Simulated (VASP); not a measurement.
# Mo in VASP: a series of runs

Aim: see how the results for Mo move with the level of theory and the settings. Levels: PBEsol, PBE. Tasks: single point.

Everything below comes from runs of VASP 6.6.1. Logs are shortened: lines on timing, memory, paths and dates and some standing lists are left out, and cuts for length are marked.

## (1) The cell of the first run

The cell holds a slab with vacuum, 5 atoms: a = 4.470 Å, b = 4.470 Å, c = 19.650 Å, α = 90.00°, β = 90.00°, γ = 120.00°.

## (2) Single point, PBEsol

INCAR reads:

```
  PREC = Accurate
  ENCUT = 520
  EDIFF = 1E-6
  ISMEAR = -1
  SIGMA = 0.1
  LREAL = F
  LASPH = T
  NELM = 100
  ALGO = Normal
  ISIF = 2
  LWAVE = F
  LCHARG = F
  LDIPOL = T
  IDIPOL = 3
  DIPOL = 0.5 0.5 0.500
  GGA = PS
  ISYM = 0
  NBANDS = 43
```

KPOINTS reads:

```
Automatic mesh
0
Gamma
  10 10 1
  0.5 0.5 0
```

POSCAR reads:

```
Mo
1.0
    4.4701026757      0.0000000000      0.0000000000
   -2.2350513378      3.8712224747      0.0000000000
    0.0000000000      0.0000000000     19.6498000000
Mo
5
Direct
    0.8333333333      0.1666666667      0.4205312807
    0.1666666667      0.8333333333      0.4571710418
    0.5000000000      0.5000000000      0.4999999854
    0.8333333333      0.1666666667      0.5428289630
    0.1666666667      0.8333333333      0.5794687291
```

Potentials or basis: VASP PAW PBE potentials, release 64 (Mo_sv).

On the command line:

```sh
cat potpaw_PBE.64/Mo_sv/POTCAR > POTCAR
mpirun -np 1 vasp_std > vasp.out
```

OUTCAR:

```text
PREC = Accurate
   ENCUT = 520
   EDIFF = 1E-6
   ISMEAR = -1
   LREAL = F
   LASPH = T
   NELM = 100
   ISIF = 2
   GGA = PS
   ISYM = 0

 ion  position               nearest neighbor table
   1  0.833  0.167  0.421-   4 2.40   2 2.68   2 2.68   2 2.68   3 3.02   3 3.02   3 3.02
   2  0.167  0.833  0.457-   5 2.40   1 2.68   1 2.68   1 2.68   3 2.71   3 2.71   3 2.71   4 3.08
                             4 3.08   4 3.08
   3  0.500  0.500  0.500-   2 2.71   2 2.71   2 2.71   4 2.71   4 2.71   4 2.71   1 3.02   1 3.02
                             1 3.02   5 3.02   5 3.02   5 3.02
   4  0.833  0.167  0.543-   1 2.40   5 2.68   5 2.68   5 2.68   3 2.71   3 2.71   3 2.71   2 3.08
                             2 3.08   2 3.08
   5  0.167  0.833  0.579-   2 2.40   4 2.68   4 2.68   4 2.68   3 3.02   3 3.02   3 3.02

IMPORTANT INFORMATION: All symmetrisations will be switched off!
NOSYMM: (Re-)initialisation of all symmetry stuff for point group C_1.

----------------------------------------------------------------------------------------

                                     Primitive cell

  volume of cell :     340.0351

  direct lattice vectors                    reciprocal lattice vectors
     4.470102676  0.000000000  0.000000000     0.223708508  0.129158167  0.000000000
    -2.235051338  3.871222475  0.000000000     0.000000000  0.258316335  0.000000000
     0.000000000  0.000000000 19.649800000     0.000000000  0.000000000  0.050891103

  length of vectors
     4.470102676  4.470102676 19.649800000     0.258316335  0.258316335  0.050891103

  position of ions in fractional coordinates (direct lattice)
     0.833333333  0.166666667  0.420531281
     0.166666667  0.833333333  0.457171042
     0.500000000  0.500000000  0.499999985
     0.833333333  0.166666667  0.542828963
     0.166666667  0.833333333  0.579468729

  ion indices of the primitive-cell ions
   primitive index   ion index
                 1           1
                 2           2
                 3           3
                 4           4
                 5           5

----------------------------------------------------------------------------------------

 KPOINTS: Automatic mesh

Automatic generation of k-mesh.
 Grid dimensions read from file:
 generate k-points for:   10   10    1
[... 68 lines left out ...]
   IBRION =     -1    ionic relax: 0-MD 1-quasi-New 2-CG
   NFREE  =      0    steps in history (QN), initial steepest desc. (CG)
   ISIF   =      2    stress and relaxation
   ISYM   =      0    0-nonsym 1-usesym 2-fastsym
   POTIM  = 0.5000    time-step for ionic-motion
   TEBEG  =    0.0;   TEEND  =   0.0 temperature during run
   PSTRESS=    0.0 pullay stress
   NELECT =      70.0000    total number of electrons
   NUPDOWN=      -1.0000    fix difference up-down
   EMIN   =  10.00;   EMAX   =-10.00  energy-range for DOS
   EFERMI =   0.00;   METHOD = LEGACY
   ISMEAR =    -1;   SIGMA  =   0.10  broadening in eV -4-tet -1-fermi 0-gaus
   EFERMI_NEDOS =   21; number of points for ismear=-14 and -15
   IALGO  =     38    algorithm
   IMIX   =      4    mixing-type and parameters
     AMIX     =   0.40;   BMIX     =  1.00
     AMIX_MAG =   1.60;   BMIX_MAG =  1.00
  volume/ion in A,a.u.               =      68.01       458.93
  Fermi-wavevector in a.u.,A,eV,Ry     =   0.966643  1.826691 12.713275  0.934399
  Thomas-Fermi vector in A             =   2.096462
   LORBIT       =      0    0 simple, 1 ext, 2 COOP (PROOUT), +10 PAW based schemes
   GGA     = PS    functional components
   LHFCALC =     F    Hartree Fock is set to
   AEXX    =    0.0000 exact exchange contribution
   IVDW    =     0    specifies the selected vdW correction
   LEPSILON=     F    determine dielectric tensor
   LRPA    =     F    only Hartree local field effects (RPA)
 non-spin polarized calculation
  energy-cutoff  :      520.00
  volume of cell :      340.04
 maximum number of plane-waves:      9195
 NGX is ok and might be reduce to    36
   NGX = 17   NGY = 17   NGZ = 73

 dipolmoment           0.000000      0.000000     -0.000000 electrons x Angstroem

 number of electron      70.0000008 magnetization

 dipolmoment           0.000000      0.000000      0.000001 electrons x Angstroem

 Free energy of the ion-electron system (eV)
  ---------------------------------------------------
  ext. energy  EPLUGINS =         0.00000000
  ---------------------------------------------------
  free energy    TOTEN  =       -51.84915544 eV

  energy without entropy =      -51.70758872  energy(sigma->0) =      -51.77837208

 E-fermi :  -0.0400     XC(G=0):  -4.1993

 val. band max:       -0.1453887790   @ k =  -0.2500  -0.4000   0.0000
 cond. band min:       0.0406822203   @ k =  -0.4500  -0.3000   0.0000
 fundamental gap:      0.1860709993
 Fermi energy:        -0.0399721525

 k-point     1 :       0.0500    0.0500    0.0000
  band No.  band energies     occupation
      1     -61.2636      2.00000
      2     -61.0179      2.00000
      3     -60.8825      2.00000
      4     -60.8440      2.00000
      5     -60.6646      2.00000
      6     -35.9174      2.00000
[... 1093 lines left out ...]
     42       1.8533      0.00000
     43       2.2671      0.00000

 [... further k-points ...]

------------------------ aborting loop because EDIFF is reached ----------------------------------------

 vacuum level on the upper side and lower side of the slab       (xc-potential included)        -0.106        -0.106

  FORCE on cell =-STRESS in cart. coord.  units (eV):
  Direction    XX          YY          ZZ          XY          YZ          ZX
  --------------------------------------------------------------------------------------
  -------------------------------------------------------------------------------------
  Total       -6.2767130     -6.2767089     -2.0716025      0.0000029     -0.0000002     -0.0000006
  in kB      -29.5746146    -29.5745951     -9.7609759      0.0000137     -0.0000008     -0.0000026
  external PRESSURE =     -22.9700618 kB  Pullay stress =       0.0000000 kB

 VOLUME and BASIS-vectors are now :
 -----------------------------------------------------------------------------
  energy-cutoff  :      520.00
  volume of cell :      340.04
      direct lattice vectors                 reciprocal lattice vectors
     4.470102676  0.000000000  0.000000000     0.223708508  0.129158167  0.000000000
    -2.235051338  3.871222475  0.000000000     0.000000000  0.258316335  0.000000000
     0.000000000  0.000000000 19.649800000     0.000000000  0.000000000  0.050891103

 POSITION                                       TOTAL-FORCE (eV/Angst)
 -----------------------------------------------------------------------------------
      3.35258      0.64520      8.26336         0.000000     -0.000000      0.490720
     -1.11753      3.22602      8.98332        -0.000000      0.000000      0.301337
      1.11753      1.93561      9.82490         0.000000     -0.000000     -0.000002
      3.35258      0.64520     10.66648        -0.000000      0.000000     -0.301332
     -1.11753      3.22602     11.38644        -0.000000      0.000000     -0.490723
 -----------------------------------------------------------------------------------
    total drift:                                0.000000     -0.000000     -0.000027

  FREE ENERGIE OF THE ION-ELECTRON SYSTEM (eV)
  ---------------------------------------------------
  free  energy   TOTEN  =       -51.8491554422 eV

  energy  without entropy=      -51.7075887238  energy(sigma->0) =      -51.77837208

 vacuum level on the upper side and lower side of the slab         3.741         3.742
```

stdout:

```text
POSCAR found type information on POSCAR Mo
 POSCAR found :  1 types and       5 ions
 scaLAPACK will be used
 -----------------------------------------------------------------------------
|                                                                             |
|                                                                             |
|     You enforced a specific xc type in the INCAR file but a different       |
|     I HOPE YOU KNOW WHAT YOU ARE DOING!                                     |
|                                                                             |
 -----------------------------------------------------------------------------

 LDA part: xc-table for (Slater+PW92), standard interpolation
 POSCAR, INCAR and KPOINTS ok, starting setup
 FFT: planning ... GRIDC
 FFT: planning ... GRID_SOFT
 FFT: planning ... GRID
 WAVECAR not read
 entering main loop
```

Wall time 38 min (1 thread of Intel Xeon 6975P-C (Granite Rapids), shared host); peak memory 1.5 GiB.

What came out:

```
Free energy            : -51.8492 eV
Largest force          : 0.491 eV/Å
Band gap on the k mesh : zero (bands 35 and 36 overlap by 0.01 eV)
```

Forces on the atoms (eV/Å):
```
Mo   0.000  0.000  0.491
Mo   0.000  0.000  0.301
Mo   0.000  0.000  0.000
Mo   0.000  0.000 -0.301
Mo   0.000  0.000 -0.491
```

Levels at points of the mesh, in eV from the Fermi level:
```tsv
k point	band 31	band 32	band 33	band 34	band 35	band 36	band 37	band 38	band 39	band 40
(0.05, 0.05, 0.00)	-1.78	-1.63	-1.23	-1.07	-1.04	0.24	0.78	0.81	1.03	1.05
```

Caveat: the PAW data sets were made with another functional, which shifts forces and pressure a little.

(Part 1 of 2 ends here.)
